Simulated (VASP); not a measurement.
Write the native input for VASP 6.6.1 that does the following.

- Task: single point
- Functional: PBE0
- Potentials or basis: VASP PAW PBE potentials, release 64 (Hg, Te)
- Cutoff: 520 eV
- k mesh: 4 × 4 × 4
- Occupations: fermi-dirac, width 0.05 eV
- Spin: no spin polarisation
- Dipole correction: no
- Grid for exact exchange (PRECFOCK): Normal
- Further INCAR settings: ALGO = Normal; EDIFF = 1e-06; NBANDS = 16
- Share of exact exchange: 0.25

Crystal: HgTe.

```
CELL_PARAMETERS angstrom
0.00000 3.19293 3.19293
3.19293 0.00000 3.19293
3.19293 3.19293 0.00000
ATOMIC_POSITIONS crystal
Hg 0.00000 0.00000 0.00000
Te 0.75000 0.75000 0.75000
```

The input as run:

POSCAR

```
HgTe
1.0
    0.0000000000      3.1929255244      3.1929255244
    3.1929255244      0.0000000000      3.1929255244
    3.1929255244      3.1929255244      0.0000000000
Hg Te
1 1
Direct
    0.0000000000      0.0000000000      0.0000000000
    0.7500000000      0.7500000000      0.7500000000
```

INCAR.step1

```
PREC = Accurate
ENCUT = 520
EDIFF = 1E-5
ISMEAR = -1
SIGMA = 0.05
LREAL = F
LASPH = T
NELM = 60
ALGO = Normal
ISIF = 2
LWAVE = T
LCHARG = F
GGA = PE
NBANDS = 16
```

INCAR.step2

```
PREC = Accurate
ENCUT = 520
EDIFF = 1E-6
ISMEAR = -1
SIGMA = 0.05
LREAL = F
LASPH = T
NELM = 60
ALGO = Normal
ISIF = 2
LWAVE = F
LCHARG = F
GGA = PE
LHFCALC = T
AEXX = 0.25
PRECFOCK = Normal
ISTART = 1
NBANDS = 16
```

KPOINTS

```
regular mesh
0
Gamma
  4 4 4
```

Potentials or basis: VASP PAW PBE potentials, release 64 (Hg, Te).

Run with:

```sh
$ cat potpaw_PBE.64/Hg/POTCAR potpaw_PBE.64/Te/POTCAR > POTCAR
$ cp INCAR.step1 INCAR
$ mpirun -np 1 vasp_std > vasp.out
$ cp INCAR.step2 INCAR
$ mpirun -np 1 vasp_std > vasp.out
```

Results of the run:

```json
{"Pressure": "4.2 GPa", "Band gap on the k mesh": "0.74 eV"}
```

Caveat: the k points lie up to 0.43 Å⁻¹ apart; the PAW data sets were made with another functional, which shifts forces and pressure a little; spin-orbit coupling is left out, which moves the levels of the heavy elements.

Run time: 15 min on 1 thread of Intel(R) Xeon(R) Platinum 8375C CPU @ 2.90GHz (Ice Lake), on a shared host, peak memory 0.21 GiB.
